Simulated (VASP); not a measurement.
A run of VASP 6.6.1 is set up as follows.

INCAR

```
PREC     = Accurate       # precision mode
ENCUT    = 520            # plane-wave cutoff, eV
EDIFF    = 1E-6           # SCF threshold, eV
ISMEAR   = 0              # smearing method
SIGMA    = 0.1            # smearing width, eV
LREAL    = False          # projectors in reciprocal space
LASPH    = True           # aspherical terms in the spheres
NELM     = 80             # most SCF steps
ALGO     = Fast           # electronic algorithm
ISIF     = 2              # what is computed and relaxed
LWAVE    = False          # write WAVECAR
LCHARG   = False          # write CHGCAR
GGA      = PS             # functional
NBANDS   = 17             # bands
```

The input KPOINTS:

```
Automatic mesh
0
Gamma
  12 12 8
```

The input POSCAR:

```
Ca
1.0
    3.9142812902      0.0000000000      0.0000000000
    0.0000000000      3.9154438413      0.0000000000
    0.0000000000      0.0000000000      5.3992723566
Ca
2
Direct
    0.0000000000      0.0000000000      0.5000000000
    0.5000000000      0.5000000000      0.0000000000
```

Potentials or basis: VASP PAW PBE potentials, release 64 (Ca_sv).

Launch:

```sh
$ cat potpaw_PBE.64/Ca_sv/POTCAR > POTCAR
$ mpirun -np 1 vasp_std > vasp.out
```

(1) Estimate the pressure.

(2) Predict the band gap on the k mesh.

Answers

(1) -0.3 GPa.

(2) zero (bands 10 and 11 overlap by 0.34 eV).

Caveat: the cell differs from its parent crystal (biaxial strain in the a-b plane: +1.5 %); the PAW data sets were made with another functional, which shifts forces and pressure a little.
